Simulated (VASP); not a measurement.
Here is a VASP 6.6.1 calculation.

The input INCAR:

```
SYSTEM = PbS
ALGO = Normal
EDIFF = 1E-7
ENCUT = 520
GGA = PE
ISIF = 2
ISMEAR = 0
LASPH = .True.
LCHARG = .False.
LREAL = .False.
LWAVE = .False.
NBANDS = 17
NELM = 60
PREC = Accurate
SIGMA = 0.023
```

KPOINTS

```
k-points
0
Gamma
  7 7 7
  0 0 0
```

The input POSCAR:

```
PbS
1.0
    3.6536590000      0.0000000000      0.0000000000
    0.0000000000      3.6536590000      0.0000000000
    0.0000000000      0.0000000000      3.6536590000
Pb S
1 1
Direct
    0.0000000000      0.0000000000      0.0000000000
    0.5000000000      0.5000000000      0.5000000000
```

Potentials or basis: VASP PAW PBE potentials, release 64 (Pb_d, S).

Command:

```sh
$ cat potpaw_PBE.64/Pb_d/POTCAR potpaw_PBE.64/S/POTCAR > POTCAR
$ mpirun -np 1 vasp_std > vasp.out
```

Problem. What does it give for the band gap on the k mesh?

Solution. 0.10 eV, indirect (least direct gap 1.42 eV).

Problem. What does it give for the pressure?

Solution. 0.2 GPa.

Caveat: spin-orbit coupling is left out, which moves the levels of the heavy elements. A k mesh can miss the band edges.
